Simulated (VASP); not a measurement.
Set up this calculation in VASP 6.6.1, as the native input.

```
Task                   : single point
Functional             : PBE
Potentials or basis    : VASP PAW PBE potentials, release 64 (Al, H)
Cutoff                 : 520 eV
k mesh                 : 5 × 5 × 1
Occupations            : gaussian, width 0.1 eV
Spin                   : no spin polarisation
Dipole correction      : yes
Further INCAR settings : ALGO = Normal; EDIFF = 1e-06; NBANDS = 32
```

The structure of Al6H lies in POSCAR:

```
Al6H
1.0
    5.7135165837      0.0000000000      0.0000000000
    0.0000000000      5.7135165837      0.0000000000
    0.0000000000      0.0000000000     22.1746954375
Al H
12 2
Direct
    0.2500000000      0.2500000000      0.1803857921
    0.2500000000      0.7500000000      0.1803857921
    0.7500000000      0.2500000000      0.1803857921
    0.7500000000      0.7500000000      0.1803857921
    0.0000000000      0.0000000000      0.2744050924
    0.0000000000      0.5000000000      0.2744050924
    0.5000000000      0.0000000000      0.2744050924
    0.5000000000      0.5000000000      0.2744050924
    0.2500000000      0.2500000000      0.3686497278
    0.2500000000      0.7500000000      0.3686497278
    0.7500000000      0.2500000000      0.3686497278
    0.7500000000      0.7500000000      0.3686497278
    0.0000000000     -0.1033514109      0.4610974462
    0.0000000000      0.1033514109      0.4610974462
```

These files were run (other wordings do the same):

INCAR

```
PREC = Accurate
ENCUT = 520
EDIFF = 1E-6
ISMEAR = 0
SIGMA = 0.1
LREAL = False
LASPH = True
NELM = 80
ALGO = Normal
ISIF = 2
LWAVE = False
LCHARG = False
LDIPOL = True
IDIPOL = 3
DIPOL = 0.5 0.5 0.301
GGA = PE
NBANDS = 32
```

KPOINTS

```
regular mesh
0
Gamma
  5 5 1
```

Potentials or basis: VASP PAW PBE potentials, release 64 (Al, H).

Command:

```console
$ cat potpaw_PBE.64/Al/POTCAR potpaw_PBE.64/H/POTCAR > POTCAR
$ mpirun -np 1 vasp_std > vasp.out
```

Results of the run:

```json
{
 "Largest force": "3.244 eV/Å",
 "Band gap on the k mesh": "zero (bands 19 and 20 overlap by 0.66 eV)"
}
```

Run time: 11 min on 1 thread of Intel Xeon 8259CL (shared host), peak memory 0.7 GiB.
